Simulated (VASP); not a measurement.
# GaSb3 (I4/mmm) in VASP: notebook, part 2 of 2

VASP 6.6.1.

## Step 5: Single point, PBEsol (25.54 Å³/atom)

This run uses another cell than the first one, of 25.54 Å³/atom.

File INCAR:

```
ALGO = Normal
EDIFF = 1E-7
ENCUT = 520
GGA = PS
ISIF = 2
ISMEAR = 0
LASPH = True
LCHARG = False
LREAL = False
LWAVE = False
NBANDS = 22
NELM = 60
PREC = Accurate
SIGMA = 0.15
```

File KPOINTS:

```
k-points
0
Gamma
  10 10 10
```

File POSCAR:

```
GaSb3
1.0
    0.0000000000      3.6124955793      3.9141389602
    3.6124955793      0.0000000000      3.9141389602
    3.6124955793      3.6124955793      0.0000000000
Ga Sb
1 3
Direct
    0.0000000000      0.0000000000      0.0000000000
    0.2500000000      0.2500000000      0.2500000000
    0.7500000000      0.7500000000      0.7500000000
    0.5000000000      0.5000000000      0.5000000000
```

Potentials or basis: VASP PAW PBE potentials, release 64 (Ga_d, Sb).

The run is started by

```
cat potpaw_PBE.64/Ga_d/POTCAR potpaw_PBE.64/Sb/POTCAR > POTCAR
mpirun -np 1 vasp_std > vasp.out
```

OUTCAR:

```text
EDIFF = 1E-7
   ENCUT = 520
   GGA = PS
   ISIF = 2
   ISMEAR = 0
   LASPH = True
   LREAL = False
   NELM = 60
   PREC = Accurate

 ion  position               nearest neighbor table
   1  0.000  0.000  0.000-   2 3.22   3 3.22   3 3.22   3 3.22   3 3.22   2 3.22   2 3.22   2 3.22

   2  0.250  0.250  0.250-   1 3.22   4 3.22   1 3.22   1 3.22   1 3.22   4 3.22   4 3.22   4 3.22
                             3 3.61   3 3.61   3 3.61   3 3.61
   3  0.750  0.750  0.750-   1 3.22   4 3.22   4 3.22   4 3.22   4 3.22   1 3.22   1 3.22   1 3.22
                             2 3.61   2 3.61   2 3.61   2 3.61
   4  0.500  0.500  0.500-   2 3.22   3 3.22   2 3.22   2 3.22   2 3.22   3 3.22   3 3.22   3 3.22

  LATTYP: Found a body centered tetragonal cell.
 ALAT       =     5.1088402423
 C/A-ratio  =     1.5323003948

  Lattice vectors:

 A1 = (  -3.6124955793,   0.0000000000,   3.9141389602)
 A2 = (   3.6124955793,   0.0000000000,   3.9141389602)
 A3 = (   0.0000000000,   3.6124955793,  -3.9141389602)

Analysis of symmetry for initial positions (statically):
=====================================================================
 Subroutine PRICEL returns:
 Original cell was already a primitive cell.

 Routine SETGRP: Setting up the symmetry group for a
 body centered tetragonal supercell.

 Subroutine GETGRP returns: Found 16 space group operations
 (whereof 16 operations were pure point group operations)
 out of a pool of 16 trial point group operations.

The static configuration has the point symmetry D_4h.

Analysis of symmetry for dynamics (positions and initial velocities):
=====================================================================
 Subroutine PRICEL returns:
 Original cell was already a primitive cell.

 Routine SETGRP: Setting up the symmetry group for a
 body centered tetragonal supercell.

[... 119 lines left out ...]
   NELECT =      28.0000    total number of electrons
   NUPDOWN=      -1.0000    fix difference up-down
   EMIN   =  10.00;   EMAX   =-10.00  energy-range for DOS
   EFERMI =   0.00;   METHOD = LEGACY
   ISMEAR =     0;   SIGMA  =   0.15  broadening in eV -4-tet -1-fermi 0-gaus
   EFERMI_NEDOS =   21; number of points for ismear=-14 and -15
   IALGO  =     38    algorithm
   IMIX   =      4    mixing-type and parameters
     AMIX     =   0.40;   BMIX     =  1.00
     AMIX_MAG =   1.60;   BMIX_MAG =  1.00
  volume/ion in A,a.u.               =      25.54       172.35
  Fermi-wavevector in a.u.,A,eV,Ry     =   1.063410  2.009553 15.386010  1.130840
  Thomas-Fermi vector in A             =   2.198893
   LORBIT       =      0    0 simple, 1 ext, 2 COOP (PROOUT), +10 PAW based schemes
   GGA     = PS    functional components
   LHFCALC =     F    Hartree Fock is set to
   AEXX    =    0.0000 exact exchange contribution
   IVDW    =     0    specifies the selected vdW correction
   LEPSILON=     F    determine dielectric tensor
   LRPA    =     F    only Hartree local field effects (RPA)
 non-spin polarized calculation
 Gauss-broadening in eV      SIGMA  =   0.15
  energy-cutoff  :      520.00
  volume of cell :      102.16
 maximum number of plane-waves:      2784
   NGX = 19   NGY = 19   NGZ = 19

 number of electron      28.0000011 magnetization

 Free energy of the ion-electron system (eV)
  ---------------------------------------------------
  ext. energy  EPLUGINS =         0.00000000
  ---------------------------------------------------
  free energy    TOTEN  =       -16.32098002 eV

  energy without entropy =      -16.29070466  energy(sigma->0) =      -16.30584234

 E-fermi :   7.5145     XC(G=0): -10.3703

 val. band max:        7.5136622296   @ k =   0.3000   0.2000   0.1000
 cond. band min:       7.5164086189   @ k =   0.2000   0.1000   0.0000
 fundamental gap:      0.0027463893
 Fermi energy:         7.5144755797

 k-point     1 :       0.0000    0.0000    0.0000
  band No.  band energies     occupation
      1      -7.2416      2.00000
      2      -7.2364      2.00000
      3      -7.2364      2.00000
      4      -7.2296      2.00000
      5      -7.2208      2.00000
      6      -5.0651      2.00000
[... 589 lines left out ...]
     21      12.0587      0.00000
     22      12.6811      0.00000

 [... further k-points ...]
[... 5 lines left out ...]
  --------------------------------------------------------------------------------------
  -------------------------------------------------------------------------------------
  Total       -1.2684244     -1.2684244     -2.4491785      0.0000000     -0.0000000      0.0000000
  in kB      -19.8927247    -19.8927247    -38.4105149      0.0000000     -0.0000000      0.0000000
  external PRESSURE =     -26.0653214 kB  Pullay stress =       0.0000000 kB

 VOLUME and BASIS-vectors are now :
 -----------------------------------------------------------------------------
  energy-cutoff  :      520.00
  volume of cell :      102.16
      direct lattice vectors                 reciprocal lattice vectors
     0.000000000  3.612495579  3.914138960    -0.138408474  0.138408474  0.127742016
     3.612495579  0.000000000  3.914138960     0.138408474 -0.138408474  0.127742016
     3.612495579  3.612495579  0.000000000     0.138408474  0.138408474 -0.127742016

 POSITION                                       TOTAL-FORCE (eV/Angst)
 -----------------------------------------------------------------------------------
      0.00000      0.00000      0.00000         0.000000     -0.000000     -0.000000
      1.80625      1.80625      1.95707        -0.000000     -0.000000     -0.000000
      5.41874      5.41874      5.87121         0.000000      0.000000      0.000000
      3.61250      3.61250      3.91414         0.000000     -0.000000     -0.000000
 -----------------------------------------------------------------------------------
    total drift:                               -0.000000      0.000000      0.000000

  FREE ENERGIE OF THE ION-ELECTRON SYSTEM (eV)
  ---------------------------------------------------
  free  energy   TOTEN  =       -16.3209800225 eV

  energy  without entropy=      -16.2907046641  energy(sigma->0) =      -16.30584234
```

OSZICAR:

```text
N       E                     dE             d eps       ncg     rms          rms(c)
DAV:   1     0.158114113312E+03    0.15811E+03   -0.11608E+04  4638   0.135E+03
DAV:   2    -0.838632428379E+00   -0.15895E+03   -0.15275E+03  4968   0.320E+02
DAV:   3    -0.159238841697E+02   -0.15085E+02   -0.14667E+02  5538   0.821E+01
DAV:   4    -0.163552287071E+02   -0.43134E+00   -0.42954E+00  4992   0.143E+01
DAV:   5    -0.163658377975E+02   -0.10609E-01   -0.10606E-01  5758   0.233E+00    0.315E+00
DAV:   6    -0.163325838802E+02    0.33254E-01   -0.49004E-02  5768   0.229E+00    0.172E+00
DAV:   7    -0.163213803465E+02    0.11204E-01   -0.25839E-02  5558   0.116E+00    0.160E-01
DAV:   8    -0.163209920088E+02    0.38834E-03   -0.21481E-03  5304   0.441E-01    0.644E-02
DAV:   9    -0.163209814782E+02    0.10531E-04   -0.14110E-04  5522   0.752E-02    0.202E-02
DAV:  10    -0.163209805977E+02    0.88055E-06   -0.13838E-05  5202   0.374E-02    0.619E-03
DAV:  11    -0.163209803823E+02    0.21545E-06   -0.10023E-06  6232   0.791E-03    0.177E-03
DAV:  12    -0.163209800680E+02    0.31422E-06   -0.96304E-08  3282   0.296E-03    0.344E-04
DAV:  13    -0.163209800225E+02    0.45507E-07   -0.15667E-08  2928   0.101E-03
   1 F= -.16320980E+02 E0= -.16305842E+02  d E =-.302754E-01
```

stdout:

```text
POSCAR found type information on POSCAR GaSb
 POSCAR found :  2 types and       4 ions
 scaLAPACK will be used
 -----------------------------------------------------------------------------
|                                                                             |
|                                                                             |
|     You enforced a specific xc type in the INCAR file but a different       |
|     I HOPE YOU KNOW WHAT YOU ARE DOING!                                     |
|                                                                             |
 -----------------------------------------------------------------------------

 LDA part: xc-table for (Slater+PW92), standard interpolation
 POSCAR, INCAR and KPOINTS ok, starting setup
 FFT: planning ... GRIDC
 FFT: planning ... GRID_SOFT
 FFT: planning ... GRID
 WAVECAR not read
 entering main loop
```

It took 2.3 min on 1 thread of AMD EPYC 7R13 (Zen 3), shared host; peak memory 0.35 GiB.

Results:

* Free energy: -16.3210 eV
* Pressure: -2.6 GPa
* Band gap on the k mesh: zero (bands 14 and 15 overlap by 4.15 eV)

Caveat: the PAW data sets were made with another functional, which shifts forces and pressure a little; spin-orbit coupling is left out, which moves the levels of the heavy elements.

## Step 6: Single point, PBEsol (25.54 Å³/atom)

This run uses another cell than the first one, of 25.54 Å³/atom.

File INCAR:

```
PREC = Accurate ; ENCUT = 520
EDIFF = 1E-6 ; ISMEAR = 0
SIGMA = 0.15 ; LREAL = False
LASPH = True ; NELM = 80
ALGO = Normal ; ISIF = 2
LWAVE = False ; LCHARG = True
GGA = PS ; LELF = True
LVHAR = True ; NBANDS = 22
```

File KPOINTS:

```
Automatic mesh
0
Gamma
  10 10 10
```

File POSCAR:

```
GaSb3
1.0
    0.0000000000      3.7436057684      3.6447745761
    3.7436057684      0.0000000000      3.6447745761
    3.7436057684      3.7436057684      0.0000000000
Ga Sb
1 3
Direct
    0.0000000000      0.0000000000      0.0000000000
    0.2500000000      0.2500000000      0.2500000000
    0.7500000000      0.7500000000      0.7500000000
    0.5000000000      0.5000000000      0.5000000000
```

Potentials or basis: VASP PAW PBE potentials, release 64 (Ga_d, Sb).

The run is started by

```
cat potpaw_PBE.64/Ga_d/POTCAR potpaw_PBE.64/Sb/POTCAR > POTCAR
mpirun -np 1 vasp_std > vasp.out
```

It took 2.2 min on 1 thread of AMD EPYC 7R13 (Zen 3), shared host; peak memory 0.35 GiB.

Results (log left out):

```yaml
Free_energy: -16.3547 eV
Pressure: -2.9 GPa
Band_gap_on_the_k_mesh: zero (bands 14 and 15 overlap by 3.94 eV)
```

Stress tensor (GPa, compression positive):
```
-3.08  0.00  0.00
 0.00 -3.08  0.00
 0.00  0.00 -2.42
```

Levels at points of the mesh, in eV from the Fermi level:
```csv
k point,band 12,band 13,band 14,band 15,band 16,band 17
"(0.00, 0.00, 0.00)",-2.53,-2.44,-2.44,-2.37,-0.79,-0.79
"(0.50, 0.00, 0.00)",-2.69,-2.59,-0.32,0.01,1.99,2.23
"(0.50, 0.50, 0.00)",0.56,0.83,1.03,1.03,1.90,1.90
"(0.50, 0.00, 0.50)",0.73,0.90,1.10,1.35,1.75,2.00
```

Caveat: the PAW data sets were made with another functional, which shifts forces and pressure a little; spin-orbit coupling is left out, which moves the levels of the heavy elements.

## Step 7: Summary

```tsv
cell	gap on the mesh (eV)	pressure (GPa)
a = 5.281, b = 5.281, c = 5.065 Å, angles 61.3, 61.3, 57.3°, 4 atoms	none	-1.3
a = 5.253, b = 5.253, c = 5.111 Å, angles 60.9, 60.9, 58.2°, 4 atoms	none	-1.4
a = 5.160, b = 5.160, c = 5.296 Å, angles 59.1, 59.1, 61.7°, 4 atoms	none	-1.4
a = 5.326, b = 5.326, c = 5.109 Å, angles 61.3, 61.3, 57.3°, 4 atoms	none	-2.6
a = 5.225, b = 5.225, c = 5.294 Å, angles 59.6, 59.6, 60.9°, 4 atoms	none	-2.9
```

Alike in all rows: task single point; level PBEsol; potentials or basis VASP PAW PBE potentials, release 64 (Ga_d, Sb); no spin polarisation; k mesh 10 × 10 × 10; cutoff (eV) 520; smearing gaussian 0.15 eV.

Caveats: the PAW data sets were made with another functional, which shifts forces and pressure a little; spin-orbit coupling is left out, which moves the levels of the heavy elements.

Total energies depend on the potentials used, so only differences within one code and one set of settings carry meaning.
